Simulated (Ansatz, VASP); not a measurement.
# La2SiF2: VASP beside Ansatz

```xyz
5
Lattice="6.0610 0.0000 0.0000 0.0000 6.0610 0.0000 0.0000 0.0000 4.6084" Properties=species:S:1:pos:R:3 pbc="T T T"
La    3.0305    0.0000    2.3165
La    0.0000    3.0305    2.3165
Si    0.0000    0.0000    2.3171
F     3.0305    0.0000    0.0126
F     0.0000    3.0305    0.0126
```

Alike in both runs: functional PBE; k mesh 4 × 4 × 4; occupations gaussian, width 0.1 eV; no spin polarisation.

Ansatz relaxed the structure, and its values are those at the end. VASP's run is a single point on that final structure, the one shown.

```csv
,VASP,Ansatz
version,VASP 6.6.1,Ansatz 0.2.0
potentials or method,"VASP PAW PBE potentials, release 64 (La, Si, F), cutoff 520 eV","scalar-relativistic, plane waves, PAW"
valence electrons in the cell,40,40
```

VASP gave:

```
gap on the k mesh at the Fermi level (eV) : none
pressure (GPa)                            : -0.1
```

Question: Estimate Ansatz's values.

Answer: gap on the k mesh at the Fermi level (eV): none; pressure (GPa): 0.0.

A gap of «none» marks a metal or a gap that the smearing closes. The functional is the same, so the differences come from potentials, cutoffs and numerics.

Neither program's run includes spin-orbit coupling.
